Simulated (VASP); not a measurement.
# Zr (P6_3/mmc) in VASP: a series of runs

Runs on Zr. Level: r2SCAN. Tasks: single point.

Program: VASP 6.6.1. These are calculated values, not measurements. Logs are shortened: lines on timing, memory, paths and dates and some standing lists are left out, and cuts for length are marked.

### 1 The cell of the first run

It takes space group P6_3/mmc (No. 194, hexagonal). The conventional cell has a = 3.245 Å, b = 3.245 Å, c = 5.157 Å, α = 90.00°, β = 90.00°, γ = 120.00°. Within 4.2 Å of Zr (site symmetry -6m2) lie 12 Zr at 3.19 to 3.24 Å.

### 2 Single point, r2SCAN

POSCAR reads:

```
Zr
1.0
    3.2445832025      0.0000000000      0.0000000000
   -1.6222916012      2.8098914781      0.0000000000
    0.0000000000      0.0000000000      5.1573640588
Zr
2
Direct
    0.3333333333      0.6666666667      0.2500000000
    0.6666666667      0.3333333333      0.7500000000
```

INCAR.step1 reads:

```
PREC = Accurate
ENCUT = 520
ISMEAR = -1
SIGMA = 0.1
LREAL = False
LASPH = True
NELM = 60
NBANDS = 19
GGA = PE
ALGO = Normal
EDIFF = 1E-4
LWAVE = True
LCHARG = False
```

INCAR.step2 reads:

```
PREC = Accurate
ENCUT = 520
EDIFF = 1E-7
ISMEAR = -1
SIGMA = 0.1
LREAL = False
LASPH = True
NELM = 60
ALGO = Normal
ISIF = 2
LWAVE = False
LCHARG = True
METAGGA = R2SCAN
LMIXTAU = True
LELF = True
LVHAR = True
NBANDS = 19
ISTART = 1
```

KPOINTS reads:

```
regular mesh
0
Gamma
  11 11 6
```

Potentials or basis: VASP PAW PBE potentials, release 64 (Zr_sv).

Started as:

```
$ cat potpaw_PBE.64/Zr_sv/POTCAR > POTCAR
$ cp INCAR.step1 INCAR
$ mpirun -np 1 vasp_std > vasp.out
$ cp INCAR.step2 INCAR
$ mpirun -np 1 vasp_std > vasp.out
```

OUTCAR:

```text
PREC = Accurate
   ENCUT = 520
   EDIFF = 1E-7
   ISMEAR = -1
   LREAL = False
   LASPH = True
   NELM = 60
   ISIF = 2
   METAGGA = R2SCAN
   ISTART = 1

 ion  position               nearest neighbor table
   1  0.333  0.667  0.250-   2 3.19   2 3.19   2 3.19   2 3.19   2 3.19   2 3.19
   2  0.667  0.333  0.750-   1 3.19   1 3.19   1 3.19   1 3.19   1 3.19   1 3.19

  LATTYP: Found a hexagonal cell.
 ALAT       =     3.2445832025
 C/A-ratio  =     1.5895305304

  Lattice vectors:

 A1 = (   3.2445832025,   0.0000000000,   0.0000000000)
 A2 = (  -1.6222916012,   2.8098914781,   0.0000000000)
 A3 = (   0.0000000000,   0.0000000000,   5.1573640588)

Analysis of symmetry for initial positions (statically):
=====================================================================
 Subroutine PRICEL returns:
 Original cell was already a primitive cell.

 Routine SETGRP: Setting up the symmetry group for a
 hexagonal supercell.

 Subroutine GETGRP returns: Found 24 space group operations
 (whereof 12 operations were pure point group operations)
 out of a pool of 24 trial point group operations.

The static configuration has the point symmetry D_3d.
 The point group associated with its full space group is D_6h.

Analysis of symmetry for dynamics (positions and initial velocities):
=====================================================================
 Subroutine PRICEL returns:
 Original cell was already a primitive cell.

 Routine SETGRP: Setting up the symmetry group for a
 hexagonal supercell.

 Subroutine GETGRP returns: Found 24 space group operations
 (whereof 12 operations were pure point group operations)
 out of a pool of 24 trial point group operations.

The dynamic configuration has the point symmetry D_3d.
 The point group associated with its full space group is D_6h.

 Subroutine INISYM returns: Found 24 space group operations
 (whereof 12 operations are pure point group operations),
 and found     1 'primitive' translations

----------------------------------------------------------------------------------------

                                     Primitive cell

  volume of cell :      47.0193

  direct lattice vectors                    reciprocal lattice vectors
     3.244583202  0.000000000  0.000000000     0.308205997  0.177942815  0.000000000
    -1.622291601  2.809891478  0.000000000     0.000000000  0.355885630  0.000000000
     0.000000000  0.000000000  5.157364059     0.000000000  0.000000000  0.193897500

  length of vectors
     3.244583202  3.244583203  5.157364059     0.355885630  0.355885630  0.193897500

  position of ions in fractional coordinates (direct lattice)
     0.333333333  0.666666667  0.250000000
     0.666666667  0.333333333  0.750000000

  ion indices of the primitive-cell ions
   primitive index   ion index
                 1           1
                 2           2

----------------------------------------------------------------------------------------

 KPOINTS: regular mesh

Automatic generation of k-mesh.
 Grid dimensions read from file:
 generate k-points for:   11   11    6

 Generating k-lattice:

  Cartesian coordinates                     Fractional coordinates (reciprocal lattice)
     0.028018727  0.016176620  0.000000000     0.090909091  0.000000000  0.000000000
     0.000000000  0.032353239  0.000000000     0.000000000  0.090909091  0.000000000
     0.000000000  0.000000000  0.032316250     0.000000000  0.000000000  0.166666667

  Length of vectors
     0.032353239  0.032353239  0.032316250

  Shift w.r.t. Gamma in fractional coordinates (k-lattice)
     0.000000000  0.000000000  0.000000000

 Subroutine IBZKPT returns following result:
 ===========================================

 Found     64 irreducible k-points:

 Following reciprocal coordinates:
            Coordinates               Weight
  0.000000  0.000000  0.000000      1.000000
  0.090909  0.000000  0.000000      6.000000
  0.181818  0.000000  0.000000      6.000000
  0.272727  0.000000  0.000000      6.000000
  0.363636 -0.000000  0.000000      6.000000
  0.454545  0.000000  0.000000      6.000000
[... 16 lines left out ...]
  0.090909  0.090909  0.166667     12.000000
  0.181818  0.090909  0.166667     24.000000
 [... further k-points ...]
   k-points           NKPTS =     64   k-points in BZ     NKDIM =     64   number of bands    NBANDS=     19
   number of dos      NEDOS =    301   number of ions     NIONS =      2
   total plane-waves  NPLWV =  23040
   dimension x,y,z NGX =    24 NGY =   24 NGZ =   40
   dimension x,y,z NGXF=    48 NGYF=   48 NGZF=   80
   ions per type =               2
   NGX,Y,Z   is equivalent  to a cutoff of  12.30, 12.30, 12.89 a.u.
   NGXF,Y,Z  is equivalent  to a cutoff of  24.59, 24.59, 25.79 a.u.
 SYSTEM =  unknown system
   PREC   = accura    normal or accurate (medium, high low for compatibility)
   ISTART =      1    job   : 0-new  1-cont  2-samecut
   ICHARG =      0    charge: 1-file 2-atom 10-const
   ISPIN  =      1    spin polarized calculation?
   LNONCOLLINEAR =      F non collinear calculations
   LSORBIT =      F    spin-orbit coupling
   LASPH  =      T    aspherical Exc in radial PAW
   ENCUT  =  520.0 eV  38.22 Ry    6.18 a.u.   6.03  6.03  9.59*2*pi/ulx,y,z
   NELM   =     60;   NELMIN=  2; NELMDL=  0     # of ELM steps
   EDIFF  = 0.1E-06   stopping-criterion for ELM
   LREAL  =      F    real-space projection
   EDIFFG = 0.1E-05   stopping-criterion for IOM
   NSW    =      0    number of steps for IOM
   IBRION =     -1    ionic relax: 0-MD 1-quasi-New 2-CG
   NFREE  =      0    steps in history (QN), initial steepest desc. (CG)
   ISIF   =      2    stress and relaxation
   ISYM   =      2    0-nonsym 1-usesym 2-fastsym
   POTIM  = 0.5000    time-step for ionic-motion
   TEBEG  =    0.0;   TEEND  =   0.0 temperature during run
   PSTRESS=    0.0 pullay stress
   NELECT =      24.0000    total number of electrons
   NUPDOWN=      -1.0000    fix difference up-down
   EMIN   =  10.00;   EMAX   =-10.00  energy-range for DOS
   EFERMI =   0.00;   METHOD = LEGACY
   ISMEAR =    -1;   SIGMA  =   0.10  broadening in eV -4-tet -1-fermi 0-gaus
   EFERMI_NEDOS =   21; number of points for ismear=-14 and -15
   IALGO  =     38    algorithm
   IMIX   =      4    mixing-type and parameters
     AMIX     =   0.40;   BMIX     =  1.00
     AMIX_MAG =   1.60;   BMIX_MAG =  1.00
  volume/ion in A,a.u.               =      23.51       158.65
  Fermi-wavevector in a.u.,A,eV,Ry     =   1.308338  2.472400 23.289736  1.711747
  Thomas-Fermi vector in A             =   2.439011
   LORBIT       =      0    0 simple, 1 ext, 2 COOP (PROOUT), +10 PAW based schemes
   METAGGA = R2SCAN    functional components
   LHFCALC =     F    Hartree Fock is set to
   AEXX    =    0.0000 exact exchange contribution
   IVDW    =     0    specifies the selected vdW correction
   LEPSILON=     F    determine dielectric tensor
   LRPA    =     F    only Hartree local field effects (RPA)
 non-spin polarized calculation
  energy-cutoff  :      520.00
  volume of cell :       47.02
 maximum number of plane-waves:      1292
   NGX = 13   NGY = 13   NGZ = 19

 number of electron      24.0000001 magnetization

 Free energy of the ion-electron system (eV)
  ---------------------------------------------------
  ext. energy  EPLUGINS =         0.00000000
  ---------------------------------------------------
  free energy    TOTEN  =       -45.52878199 eV

  energy without entropy =      -45.46797686  energy(sigma->0) =      -45.49837942

 E-fermi :   8.9155     XC(G=0): -11.9021

 val. band max:        8.8988624632   @ k =   0.0909   0.0909   0.0000
 cond. band min:       8.9191557487   @ k =   0.0909   0.0909   0.1667
 fundamental gap:      0.0202932855
 Fermi energy:         8.9154625789

 k-point     1 :       0.0000    0.0000    0.0000
  band No.  band energies     occupation
      1     -41.6399      2.00000
      2     -41.4785      2.00000
      3     -19.4831      2.00000
      4     -18.5922      2.00000
      5     -18.5922      2.00000
      6     -18.4518      2.00000
[... 11 lines left out ...]
     18      11.2926      0.00000
     19      13.6049      0.00000

 k-point     2 :       0.0909    0.0000    0.0000
  band No.  band energies     occupation
      1     -41.6303      2.00000
      2     -41.4746      2.00000
      3     -19.4571      2.00000
      4     -18.6487      2.00000
      5     -18.6108      2.00000
      6     -18.5084      2.00000
[... 11 lines left out ...]
     18      11.0841      0.00000
     19      13.7575      0.00000

 k-point     3 :       0.1818    0.0000    0.0000
  band No.  band energies     occupation
      1     -41.6036      2.00000
      2     -41.4646      2.00000
      3     -19.3835      2.00000
      4     -18.8001      2.00000
      5     -18.6601      2.00000
      6     -18.6584      2.00000
[... 11 lines left out ...]
     18      11.4435      0.00000
     19      14.0507      0.00000

 k-point     4 :       0.2727    0.0000    0.0000
  band No.  band energies     occupation
      1     -41.5667      2.00000
      2     -41.4533      2.00000
      3     -19.2746      2.00000
      4     -18.9985      2.00000
      5     -18.8488      2.00000
      6     -18.7175      2.00000
[... 11 lines left out ...]
     18      12.3429      0.00000
     19      14.2943      0.00000

 k-point     5 :       0.3636   -0.0000    0.0000
  band No.  band energies     occupation
      1     -41.5291      2.00000
      2     -41.4463      2.00000
      3     -19.1795      2.00000
      4     -19.1517      2.00000
      5     -19.0141      2.00000
      6     -18.7697      2.00000
[... 11 lines left out ...]
     18      13.3823      0.00000
     19      14.4384      0.00000
[... 334 lines left out ...]
      2     -41.4519      2.00000
      3     -19.2727      2.00000
      4     -19.0898      2.00000
      5     -18.9905      2.00000
      6     -18.7544      2.00000
[... 11 lines left out ...]
     18      13.1679      0.00000
     19      14.2746      0.00000

 k-point    22 :       0.4545    0.0000    0.1667
  band No.  band energies     occupation
      1     -41.4991      2.00000
      2     -41.4497      2.00000
      3     -19.3382      2.00000
      4     -19.1700      2.00000
      5     -18.9623      2.00000
      6     -18.7838      2.00000
[... 11 lines left out ...]
     18      14.3809      0.00000
     19      14.4105      0.00000

 k-point    23 :       0.0909    0.0909    0.1667
  band No.  band energies     occupation
      1     -41.6026      2.00000
      2     -41.4774      2.00000
      3     -19.3567      2.00000
      4     -18.7226      2.00000
      5     -18.6926      2.00000
      6     -18.6176      2.00000
[... 11 lines left out ...]
     18      11.5796      0.00000
     19      13.8990      0.00000

 k-point    24 :       0.1818    0.0909    0.1667
  band No.  band energies     occupation
      1     -41.5721      2.00000
      2     -41.4654      2.00000
      3     -19.2903      2.00000
      4     -18.8805      2.00000
      5     -18.8354      2.00000
      6     -18.6828      2.00000
[... 11 lines left out ...]
     18      12.1787      0.00000
     19      14.0235      0.00000

 [... further k-points ...]
[... 5 lines left out ...]
  --------------------------------------------------------------------------------------
  -------------------------------------------------------------------------------------
  Total        0.0106280      0.0106280     -0.0100672      0.0000000      0.0000000      0.0000000
  in kB        0.3621488      0.3621488     -0.3430383      0.0000000      0.0000000      0.0000000
  external PRESSURE =       0.1270864 kB  Pullay stress =       0.0000000 kB

 VOLUME and BASIS-vectors are now :
 -----------------------------------------------------------------------------
  energy-cutoff  :      520.00
  volume of cell :       47.02
      direct lattice vectors                 reciprocal lattice vectors
     3.244583202  0.000000000  0.000000000     0.308205997  0.177942815  0.000000000
    -1.622291601  2.809891478  0.000000000     0.000000000  0.355885630  0.000000000
     0.000000000  0.000000000  5.157364059     0.000000000  0.000000000  0.193897500

 POSITION                                       TOTAL-FORCE (eV/Angst)
 -----------------------------------------------------------------------------------
     -0.00000      1.87326      1.28934         0.000000     -0.000000      0.000000
      1.62229      0.93663      3.86802        -0.000000      0.000000      0.000000
 -----------------------------------------------------------------------------------
    total drift:                               -0.000000      0.000000     -0.000000

  FREE ENERGIE OF THE ION-ELECTRON SYSTEM (eV)
  ---------------------------------------------------
  free  energy   TOTEN  =       -45.5287819907 eV

  energy  without entropy=      -45.4679768583  energy(sigma->0) =      -45.49837942
```

It took 3.8 min on 1 thread of Intel Xeon 8259CL, shared host; peak memory 0.2 GiB.

What came out:

```
Free energy            : -45.5288 eV
Pressure               : 0.0 GPa
Band gap on the k mesh : zero (bands 12 and 13 overlap by 1.14 eV)
```

Caveat: the PAW data sets were made with another functional, which shifts forces and pressure a little.

### 3 Single point, r2SCAN (20.69 Å³/atom)

This run uses another cell than the first one, of 20.69 Å³/atom.

POSCAR reads:

```
Zr
1.0
    3.1092320769      0.0000000000      0.0000000000
   -1.5546160384      2.6926739649      0.0000000000
    0.0000000000      0.0000000000      4.9422193123
Zr
2
Direct
    0.3333333333      0.6666666667      0.2500000000
    0.6666666667      0.3333333333      0.7500000000
```

INCAR.step1 reads:

```
PREC = Accurate ; ENCUT = 520
ISMEAR = -1 ; SIGMA = 0.1
LREAL = False ; LASPH = True
NELM = 60 ; NBANDS = 19
GGA = PE ; ALGO = Normal
EDIFF = 1E-4 ; LWAVE = True
LCHARG = False
```

INCAR.step2 reads:

```
PREC = Accurate ; ENCUT = 520
EDIFF = 1E-7 ; ISMEAR = -1
SIGMA = 0.1 ; LREAL = False
LASPH = True ; NELM = 60
ALGO = Normal ; ISIF = 2
LWAVE = False ; LCHARG = False
METAGGA = R2SCAN ; LMIXTAU = True
NBANDS = 19 ; ISTART = 1
```

KPOINTS reads:

```
Automatic mesh
0
Gamma
  18 18 10
```

Potentials or basis: VASP PAW PBE potentials, release 64 (Zr_sv).

Started as:

```
$ cat potpaw_PBE.64/Zr_sv/POTCAR > POTCAR
$ cp INCAR.step1 INCAR
$ mpirun -np 1 vasp_std > vasp.out
$ cp INCAR.step2 INCAR
$ mpirun -np 1 vasp_std > vasp.out
```

Run time: 13 min. Hardware: 1 thread of Intel Xeon 8259CL, shared host; peak memory 0.27 GiB.

It converged, with:

```yaml
Free_energy: -45.2894 eV
Pressure: 14.9 GPa
Band_gap_on_the_k_mesh: zero (bands 12 and 13 overlap by 1.38 eV)
```

Stress tensor (GPa, compression positive):
```
14.46  0.00  0.00
 0.00 14.46  0.00
 0.00  0.00 15.62
```

Levels at points of the mesh, in eV from the Fermi level:
```tsv
k point	band 8	band 9	band 10	band 11	band 12	band 13	band 14	band 15	band 16	band 17
(0.00, 0.00, 0.00)	-26.91	-6.15	-3.54	0.99	0.99	1.22	1.64	1.87	1.87	2.62
(0.50, 0.00, 0.00)	-27.08	-3.17	-2.79	-2.63	-0.03	0.64	1.05	1.85	5.90	6.39
(0.00, 0.00, 0.50)	-27.03	-4.19	-4.19	0.04	0.04	0.89	0.89	0.89	0.89	4.81
(0.50, 0.00, 0.50)	-27.26	-3.37	-3.37	-1.32	-1.32	2.13	2.13	2.67	2.67	6.18
```

Caveat: the cell stands under pressure; the PAW data sets were made with another functional, which shifts forces and pressure a little.

The gap in the log of VASP goes by the Fermi energy; the results here count the filled bands.